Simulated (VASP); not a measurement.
Write the native input for VASP 6.6.1 that does the following.

- Task: single point
- Functional: HSE06
- Potentials or basis: VASP PAW PBE potentials, release 64 (Li_sv, H)
- Cutoff: 520 eV
- k mesh: 6 × 6 × 6
- Occupations: fermi-dirac, width 0.02 eV
- Spin: no spin polarisation
- Dipole correction: no
- Grid for exact exchange (PRECFOCK): Normal
- Further INCAR settings: ALGO = Normal; EDIFF = 1e-06; NBANDS = 9
- Share of exact exchange: 0.25
- Screening parameter: 0.2079 1/Å

LiH (rock salt type):

```
Li H
1.0
     0.00000    2.01000    2.01000
     2.01000    0.00000    2.01000
     2.01000    2.01000    0.00000
Li H
1 1
Direct
  0.00000 0.00000 0.00000
  0.50000 0.50000 0.50000
```

These files were run (other wordings do the same):

POSCAR

```
LiH
1.0
    0.0000000000      2.0100000000      2.0100000000
    2.0100000000      0.0000000000      2.0100000000
    2.0100000000      2.0100000000      0.0000000000
Li H
1 1
Direct
    0.0000000000      0.0000000000      0.0000000000
    0.5000000000      0.5000000000      0.5000000000
```

INCAR.step1

```
  ALGO = Normal
  EDIFF = 1E-5
  ENCUT = 520
  GGA = PE
  ISIF = 2
  ISMEAR = -1
  LASPH = T
  LCHARG = F
  LREAL = F
  LWAVE = T
  NBANDS = 9
  NELM = 80
  PREC = Accurate
  SIGMA = 0.02
```

INCAR.step2

```
  ALGO = Normal
  EDIFF = 1E-6
  ENCUT = 520
  GGA = PE
  HFSCREEN = 0.2079
  ISIF = 2
  ISMEAR = -1
  ISTART = 1
  LASPH = T
  LCHARG = F
  LHFCALC = T
  LREAL = F
  LWAVE = F
  NBANDS = 9
  NELM = 80
  PREC = Accurate
  PRECFOCK = Normal
  SIGMA = 0.02
```

KPOINTS

```
k-points
0
Gamma
  6 6 6
```

Potentials or basis: VASP PAW PBE potentials, release 64 (Li_sv, H).

Launch:

```sh
$ cat potpaw_PBE.64/Li_sv/POTCAR potpaw_PBE.64/H/POTCAR > POTCAR
$ cp INCAR.step1 INCAR
$ mpirun -np 1 vasp_std > vasp.out
$ cp INCAR.step2 INCAR
$ mpirun -np 1 vasp_std > vasp.out
```

It gave:

```
Band gap on the k mesh : 3.98 eV
```

Caveat: the k points lie up to 0.45 Å⁻¹ apart.

It took 83 s on 1 thread of Intel Xeon 8259CL, on a shared host, peak memory 0.23 GiB.
